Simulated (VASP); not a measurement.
# GeSb2Te4 (I-4m2) in VASP: relaxation of shape and atoms at fixed volume with PBE

Aim: the relaxation of shape and atoms at fixed volume of GeSb2Te4 with PBE.

Everything below comes from runs of VASP 6.6.1. Logs are shortened: lines on timing, memory, paths and dates and some standing lists are left out, and cuts for length are marked.

## 1. The cell of the first run

Symmetry: I-4m2, No. 119, tetragonal system. The conventional cell has a = 6.229 Å, b = 6.229 Å, c = 12.401 Å, α = 90.00°, β = 90.00°, γ = 90.00°. Within 4.0 Å of Ge (site symmetry -4m2) lie 6 Te at 3.06 to 3.11 Å. Sb (site symmetry -4m2) has 6 Te at 3.11 to 3.14 Å within 4.1 Å. Within 4.1 Å of Sb (site symmetry -4m2) lie 6 Te at 3.11 Å. Te (site symmetry 2mm) has 3 Sb at 3.11 Å and 2 Ge at 3.11 Å within 4.1 Å. Within 4.0 Å of Te (site symmetry 2mm) lie 1 Ge at 3.06 Å and 3 Sb at 3.11 to 3.14 Å.

## 2. Relaxation of shape and atoms at fixed volume, PBE (34.37 Å³/atom)

Contents of INCAR:

```
PREC = Accurate ; ENCUT = 600
EDIFF = 1E-7 ; ISMEAR = 0
SIGMA = 0.1 ; LREAL = False
LASPH = True ; NELM = 60
ALGO = Fast ; ISIF = 4
LWAVE = False ; LCHARG = False
GGA = PE ; IBRION = 2
NSW = 50 ; EDIFFG = -0.01
```

Contents of KPOINTS:

```
regular mesh
0
Gamma
  8 8 8
```

Contents of POSCAR:

```
GeSb2Te4
1.0
   -3.1144174433      3.1144174433      6.2004646268
    3.1144174433     -3.1144174433      6.2004646268
    3.1144174433      3.1144174433     -6.2004646268
Ge Sb Te
1 2 4
Direct
    0.0000000000      0.0000000000      0.0000000000
    0.5000000000      0.5000000000      0.0000000000
    0.2500000000      0.7500000000      0.5000000000
    0.5006685713      0.0006685713      0.5000000000
    0.2468001034      0.2468001034      0.0000000000
    0.9993314287      0.4993314287      0.5000000000
    0.7531998966      0.7531998966      0.0000000000
```

Potentials or basis: VASP PAW PBE potentials, release 64 (Ge_d, Sb, Te).

The run is started by

```sh
cat potpaw_PBE.64/Ge_d/POTCAR potpaw_PBE.64/Sb/POTCAR potpaw_PBE.64/Te/POTCAR > POTCAR
mpirun -np 1 vasp_std > vasp.out
```

OUTCAR:

```text
PREC = Accurate
   ENCUT = 600
   EDIFF = 1E-7
   ISMEAR = 0
   LREAL = False
   LASPH = True
   NELM = 60
   ISIF = 4
   GGA = PE
   IBRION = 2
   NSW = 50
   EDIFFG = -0.01

 ion  position               nearest neighbor table
   1  0.000  0.000  0.000-   5 3.06   7 3.06   6 3.11   4 3.11   4 3.11   6 3.11
   2  0.500  0.500  0.000-   4 3.11   6 3.11   4 3.11   6 3.11   5 3.14   7 3.14
   3  0.250  0.750  0.500-   4 3.11   6 3.11   5 3.11   7 3.11   7 3.11   5 3.11
   4  0.501  0.001  0.500-   3 3.11   2 3.11   1 3.11   2 3.11   1 3.11
   5  0.247  0.247  0.000-   1 3.06   3 3.11   3 3.11   2 3.14
   6  0.999  0.499  0.500-   3 3.11   1 3.11   2 3.11   1 3.11   2 3.11
   7  0.753  0.753  0.000-   1 3.06   3 3.11   3 3.11   2 3.14

  LATTYP: Found a body centered tetragonal cell.
 ALAT       =     6.2288348866
 C/A-ratio  =     1.9908906689

  Lattice vectors:

 A1 = (  -3.1144174433,   3.1144174433,   6.2004646268)
 A2 = (   3.1144174433,  -3.1144174433,   6.2004646268)
 A3 = (   3.1144174433,   3.1144174433,  -6.2004646268)

Analysis of symmetry for initial positions (statically):
=====================================================================
 Subroutine PRICEL returns:
 Original cell was already a primitive cell.

 Routine SETGRP: Setting up the symmetry group for a
 body centered tetragonal supercell.

 Subroutine GETGRP returns: Found  8 space group operations
 (whereof  8 operations were pure point group operations)
 out of a pool of 16 trial point group operations.

The static configuration has the point symmetry D_2d.

Analysis of symmetry for dynamics (positions and initial velocities):
=====================================================================
 Subroutine PRICEL returns:
 Original cell was already a primitive cell.

 Routine SETGRP: Setting up the symmetry group for a
 body centered tetragonal supercell.

 Subroutine GETGRP returns: Found  8 space group operations
 (whereof  8 operations were pure point group operations)
 out of a pool of 16 trial point group operations.

The dynamic configuration has the point symmetry D_2d.

 Subroutine INISYM returns: Found  8 space group operations
 (whereof  8 operations are pure point group operations),
 and found     1 'primitive' translations

----------------------------------------------------------------------------------------

                                     Primitive cell

  volume of cell :     240.5680

  direct lattice vectors                    reciprocal lattice vectors
    -3.114417443  3.114417443  6.200464627     0.000000000  0.160543668  0.080639118
     3.114417443 -3.114417443  6.200464627     0.160543668  0.000000000  0.080639118
     3.114417443  3.114417443 -6.200464627     0.160543668  0.160543668  0.000000000

  length of vectors
     7.605587000  7.605587000  7.605587000     0.179657832  0.179657832  0.227043033

  position of ions in fractional coordinates (direct lattice)
     0.000000000  0.000000000  0.000000000
     0.500000000  0.500000000  0.000000000
     0.250000000  0.750000000  0.500000000
     0.500668571  0.000668571  0.500000000
     0.246800103  0.246800103  0.000000000
     0.999331429  0.499331429  0.500000000
     0.753199897  0.753199897  0.000000000

  ion indices of the primitive-cell ions
   primitive index   ion index
                 1           1
                 2           2
                 3           3
                 4           4
                 5           5
                 6           6
                 7           7

----------------------------------------------------------------------------------------

 KPOINTS: regular mesh

Automatic generation of k-mesh.
 Grid dimensions read from file:
 generate k-points for:    8    8    8

 Generating k-lattice:

  Cartesian coordinates                     Fractional coordinates (reciprocal lattice)
     0.000000000  0.020067958  0.010079890     0.125000000  0.000000000  0.000000000
     0.020067958  0.000000000  0.010079890     0.000000000  0.125000000  0.000000000
     0.020067958  0.020067958  0.000000000     0.000000000  0.000000000  0.125000000

  Length of vectors
     0.022457229  0.022457229  0.028380379

  Shift w.r.t. Gamma in fractional coordinates (k-lattice)
     0.000000000  0.000000000  0.000000000

 Subroutine IBZKPT returns following result:
 ===========================================

 Found     59 irreducible k-points:

 Following reciprocal coordinates:
            Coordinates               Weight
  0.000000  0.000000  0.000000      1.000000
  0.125000  0.000000 -0.000000      8.000000
  0.250000  0.000000 -0.000000      8.000000
  0.375000  0.000000  0.000000      8.000000
  0.500000  0.000000 -0.000000      4.000000
  0.125000  0.125000 -0.000000      8.000000
[... 16 lines left out ...]
  0.250000  0.125000  0.125000     16.000000
  0.375000  0.125000  0.125000      8.000000
 [... further k-points ...]
   k-points           NKPTS =     59   k-points in BZ     NKDIM =     59   number of bands    NBANDS=     28
   number of dos      NEDOS =    301   number of ions     NIONS =      7
   total plane-waves  NPLWV = 262144
   dimension x,y,z NGX =    64 NGY =   64 NGZ =   64
   dimension x,y,z NGXF=   128 NGYF=  128 NGZF=  128
   ions per type =               1   2   4
   NGX,Y,Z   is equivalent  to a cutoff of  13.99, 13.99, 13.99 a.u.
   NGXF,Y,Z  is equivalent  to a cutoff of  27.98, 27.98, 27.98 a.u.
 SYSTEM =  unknown system
   PREC   = accura    normal or accurate (medium, high low for compatibility)
   ISTART =      0    job   : 0-new  1-cont  2-samecut
   ICHARG =      2    charge: 1-file 2-atom 10-const
   ISPIN  =      1    spin polarized calculation?
   LNONCOLLINEAR =      F non collinear calculations
   LSORBIT =      F    spin-orbit coupling
   LASPH  =      T    aspherical Exc in radial PAW
   ENCUT  =  600.0 eV  44.10 Ry    6.64 a.u.  15.19 15.19 15.19*2*pi/ulx,y,z
   NELM   =     60;   NELMIN=  2; NELMDL= -5     # of ELM steps
   EDIFF  = 0.1E-06   stopping-criterion for ELM
   LREAL  =      F    real-space projection
   EDIFFG = -.1E-01   stopping-criterion for IOM
   NSW    =     50    number of steps for IOM
   IBRION =      2    ionic relax: 0-MD 1-quasi-New 2-CG
   NFREE  =      1    steps in history (QN), initial steepest desc. (CG)
   ISIF   =      4    stress and relaxation
   ISYM   =      2    0-nonsym 1-usesym 2-fastsym
   POTIM  = 0.5000    time-step for ionic-motion
   TEBEG  =    0.0;   TEEND  =   0.0 temperature during run
   PSTRESS=    0.0 pullay stress
   NELECT =      48.0000    total number of electrons
   NUPDOWN=      -1.0000    fix difference up-down
   EMIN   =  10.00;   EMAX   =-10.00  energy-range for DOS
   EFERMI =   0.00;   METHOD = LEGACY
   ISMEAR =     0;   SIGMA  =   0.10  broadening in eV -4-tet -1-fermi 0-gaus
   EFERMI_NEDOS =   21; number of points for ismear=-14 and -15
   IALGO  =     68    algorithm
   IMIX   =      4    mixing-type and parameters
     AMIX     =   0.40;   BMIX     =  1.00
     AMIX_MAG =   1.60;   BMIX_MAG =  1.00
  volume/ion in A,a.u.               =      34.37       231.92
  Fermi-wavevector in a.u.,A,eV,Ry     =   0.956627  1.807763 12.451170  0.915135
  Thomas-Fermi vector in A             =   2.085572
   LORBIT       =      0    0 simple, 1 ext, 2 COOP (PROOUT), +10 PAW based schemes
   GGA     = PE    functional components
   LHFCALC =     F    Hartree Fock is set to
   AEXX    =    0.0000 exact exchange contribution
   IVDW    =     0    specifies the selected vdW correction
   LEPSILON=     F    determine dielectric tensor
   LRPA    =     F    only Hartree local field effects (RPA)
 conjugate gradient relaxation of ions
 non-spin polarized calculation
 RMM-DIIS sequential band-by-band and
 Gauss-broadening in eV      SIGMA  =   0.10
  energy-cutoff  :      600.00
  volume of cell :      240.57
 maximum number of plane-waves:      8104
 NGX is ok and might be reduce to    64
   NGX = 31   NGY = 31   NGZ = 31

--------------------------------------- Ionic step        1  -------------------------------------------

 number of electron      47.9999996 magnetization

 Free energy of the ion-electron system (eV)
  ---------------------------------------------------
  ext. energy  EPLUGINS =         0.00000000
  ---------------------------------------------------
  free energy    TOTEN  =       -25.34084062 eV

  energy without entropy =      -25.33238779  energy(sigma->0) =      -25.33661420

------------------------ aborting loop because EDIFF is reached ----------------------------------------

  FORCE on cell =-STRESS in cart. coord.  units (eV):
  Direction    XX          YY          ZZ          XY          YZ          ZX
  --------------------------------------------------------------------------------------
  -------------------------------------------------------------------------------------
  Total       -3.3109367     -3.3109367     -3.3859935      0.0000000      0.0000000      0.0000000
  in kB      -22.0507615    -22.0507615    -22.5506381      0.0000000      0.0000000      0.0000000
  external PRESSURE =     -22.2173871 kB  Pullay stress =       0.0000000 kB
[... 231 lines left out ...]
  energy  without entropy=      -25.3371291208  energy(sigma->0) =      -25.34108553

--------------------------------------- Ionic step        7  -------------------------------------------

 number of electron      47.9999996 magnetization

 Free energy of the ion-electron system (eV)
  ---------------------------------------------------
  ext. energy  EPLUGINS =         0.00000000
  ---------------------------------------------------
  free energy    TOTEN  =       -25.34508936 eV

  energy without entropy =      -25.33718365  energy(sigma->0) =      -25.34113650

 E-fermi :   4.7552     XC(G=0):  -8.8623

 val. band max:        4.7384322380   @ k =   0.3750   0.3750   0.0000
 cond. band min:       4.7675939996   @ k =   0.5000   0.5000  -0.0000
 fundamental gap:      0.0291617616
 Fermi energy:         4.7551735190

 k-point     1 :       0.0000    0.0000    0.0000
  band No.  band energies     occupation
      1     -20.1353      2.00000
      2     -20.1324      2.00000
      3     -20.1183      2.00000
      4     -20.1181      2.00000
      5     -20.1181      2.00000
      6      -7.6442      2.00000
[... 733 lines left out ...]
     27       5.9142      0.00000
     28       6.6199      0.00000

 [... further k-points ...]
[... 5 lines left out ...]
  --------------------------------------------------------------------------------------
  -------------------------------------------------------------------------------------
  Total       -3.0590375     -3.0590375     -3.1155416      0.0000000      0.0000000     -0.0000000
  in kB      -20.3731185    -20.3731185    -20.7494343      0.0000000      0.0000000     -0.0000000
  external PRESSURE =     -20.4985571 kB  Pullay stress =       0.0000000 kB
[... 22 lines left out ...]
  FREE ENERGIE OF THE ION-ELECTRON SYSTEM (eV)
  ---------------------------------------------------
  free  energy   TOTEN  =       -25.3450893556 eV

  energy  without entropy=      -25.3371836523  energy(sigma->0) =      -25.34113650

 reached required accuracy - stopping structural energy minimisation
```

Run time: 71 min. Hardware: 1 thread of Oxide Virtual Turin-like, shared host; peak memory 0.93 GiB.

What came out:

* Free energy: -25.3451 eV
* Energy gained by relaxing: 0.6 meV/atom
* Ionic steps: 7
* Pressure after relaxing: -2.0 GPa
* Largest force after relaxing: 0.008 eV/Å
* Band gap on the k mesh: zero (bands 24 and 25 overlap by 0.17 eV)

Forces in eV/Å, atoms in the order of the input:
```
Ge   0.000  0.000  0.000
Sb   0.000  0.000  0.000
Sb   0.000  0.000  0.000
Te   0.000  0.000 -0.008
Te   0.000  0.000 -0.001
Te   0.000  0.000  0.008
Te   0.000  0.000  0.001
```

The path:
```
step  energy change (eV)  largest force (eV/Å)  pressure (GPa)  volume (Å³)
   1              0.0000                0.1061           -2.22       240.57
   2             -0.0011                0.0841           -2.20       240.57
   3             -0.0023                0.0282           -2.13       240.57
   4             -0.0030                0.0254           -2.12       240.57
   5             -0.0042                0.0174           -2.07       240.57
   6             -0.0042                0.0157           -2.06       240.57
   7             -0.0042                0.0081           -2.05       240.57
```

Final structure:
```xyz
7
Lattice="-3.1090 3.1090 6.2222 3.1090 -3.1090 6.2222 3.1090 3.1090 -6.2222" Properties=species:S:1:pos:R:3 pbc="T T T"
Ge    0.0000    0.0000    0.0000
Sb    0.0000    0.0000    6.2222
Sb    3.1090    0.0000    3.1111
Te    3.1090    0.0000    6.1942
Te    0.0000    0.0000    3.0817
Te    3.1090    0.0000    0.0280
Te    0.0000    0.0000    9.3626
```

Levels at points of the mesh, in eV from the Fermi level:
```tsv
k point	band 22	band 23	band 24	band 25	band 26	band 27
(0.00, 0.00, 0.00)	-0.36	-0.36	-0.25	0.57	2.11	3.15
(0.50, 0.00, 0.00)	-0.78	-0.66	-0.41	0.18	0.94	1.40
(0.50, 0.50, 0.00)	-0.55	-0.41	-0.06	0.01	0.05	0.13
(0.50, 0.50, 0.50)	-0.73	-0.52	-0.52	1.57	3.14	3.16
```

Caveat: spin-orbit coupling is left out, which moves the levels of the heavy elements.

The gap in the log of VASP goes by the Fermi energy; the results here count the filled bands.